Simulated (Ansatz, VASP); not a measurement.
# One calculation of Cr, two programs

File INCAR:

```
ALGO = Normal ; EDIFF = 1E-7
ENCUT = 520 ; GGA = CA
ISIF = 2 ; ISMEAR = 0
ISPIN = 2 ; LASPH = True
LCHARG = False ; LMAXMIX = 4
LORBIT = 11 ; LREAL = False
LWAVE = False ; MAGMOM = 0.5
NBANDS = 16 ; NELM = 150
PREC = Accurate ; SIGMA = 0.05
```

KPOINTS

```
k-points
0
Gamma
  20 20 20
```

POSCAR

```
Cr
1.0
   -1.3941451144      1.3941451144      1.3941451144
    1.3941451144     -1.3941451144      1.3941451144
    1.3941451144      1.3941451144     -1.3941451144
Cr
1
Direct
    0.0000000000      0.0000000000      0.0000000000
```

Input for Ansatz:

```yaml
crystal:
  lattice:
    - [-1.3941451144, 1.3941451144, 1.3941451144]
    - [1.3941451144, -1.3941451144, 1.3941451144]
    - [1.3941451144, 1.3941451144, -1.3941451144]
  atoms:
    - { symbol: Cr, position: [0.0, 0.0, 0.0], spin: 0.5 }
basis:
  ecutwfc: 420
  ecutrho_ratio: 4
kpoints:
  mp_grid: { grid: [20, 20, 20] }
hamiltonian:
  xc: lda
scf:
  occupations: { method: gaussian, width: 0.05 }
output:
  forces: true
  stress: true
  eigenvalues: true
  populations: true
magnetization:
  spin_polarized: true
```

Alike in both runs: task single point; functional LDA; k mesh 20 × 20 × 20; occupations gaussian, width 0.05 eV; collinear spin.

```csv
,VASP,Ansatz
version,VASP 6.6.1,Ansatz 0.2.0
potentials or method,"VASP PAW LDA potentials, release 64 (Cr_pv), cutoff 520 eV","scalar-relativistic, plane waves, PAW"
valence electrons in the cell,12,14
```

```csv
,VASP,Ansatz,Ansatz less VASP
pressure (GPa),0.1,0.0,-0.07
net moment per atom (μB),0.00,0.00,0.000
```

LDA's correlation is that of Perdew and Zunger in VASP and of Perdew and Wang (1992) in Ansatz. VASP's potentials hold 12 valence electrons a cell and Ansatz's 14, so a difference there can come from the potentials and not from the codes. Ansatz's warnings: seeded moment not kept.
